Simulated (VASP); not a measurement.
Input of a VASP 6.6.1 run:

INCAR

```
PREC     = Accurate       # precision mode
ENCUT    = 600            # plane-wave cutoff, eV
EDIFF    = 1E-6           # SCF threshold, eV
ISMEAR   = 0              # smearing method
SIGMA    = 0.1            # smearing width, eV
LREAL    = F              # projectors in reciprocal space
LASPH    = T              # aspherical terms in the spheres
NELM     = 60             # most SCF steps
ALGO     = Normal         # electronic algorithm
ISIF     = 3              # what is computed and relaxed
LWAVE    = F              # write WAVECAR
LCHARG   = F              # write CHGCAR
GGA      = PE             # functional
IBRION   = 2              # ionic algorithm
NSW      = 100            # ionic steps
EDIFFG   = -0.01          # ionic threshold
KPAR     = 4
```

File KPOINTS:

```
Automatic mesh
0
Gamma
  10 10 6
```

Contents of POSCAR:

```
LaF5
1.0
    2.2429809366     -6.9444528473      0.0000000000
    2.2429809366      6.9444528473      0.0000000000
    0.0000000000      0.0000000000      6.4787267587
La F
1 5
Direct
    0.5000000000      0.5000000000      0.0000000000
    0.0000000000      0.5000000000      0.5000000000
    0.5000000000      0.0000000000      0.5000000000
    0.5000000000      0.5000000000      0.6750520547
    0.5000000000      0.5000000000      0.3249479453
    0.0000000000      0.0000000000      0.0000000000
```

Potentials or basis: VASP PAW PBE potentials, release 64 (La, F).

Command:

```console
$ cat potpaw_PBE.64/La/POTCAR potpaw_PBE.64/F/POTCAR > POTCAR
$ mpirun -np 4 vasp_std > vasp.out
```

Q: Estimate the relaxed volume.

A: 31.33 Å³/atom.

Q: Estimate the band gap on the k mesh.

A: Zero (bands 23 and 24 overlap by 0.69 eV).

Q: What does it give for the relaxed cell?

A: a = 6.913 Å, b = 6.913 Å, c = 6.420 Å, α = 90.00°, β = 90.00°, γ = 142.21°.

Q: Predict the space group after relaxing (to 0.1 Å).

A: Cmmm (No. 65).

Final structure:
```
La F
1.0
     2.23866   -6.54032    0.00000
     2.23866    6.54032    0.00000
     0.00000    0.00000    6.42027
La F
1 5
Direct
  0.50000 0.50000 0.00000
  0.00000 0.50000 0.50000
  0.50000 0.00000 0.50000
  0.50000 0.50000 0.67292
  0.50000 0.50000 0.32708
  0.00000 0.00000 0.00000
```

Caveat: spin-orbit coupling is left out, which moves the levels of the heavy elements.
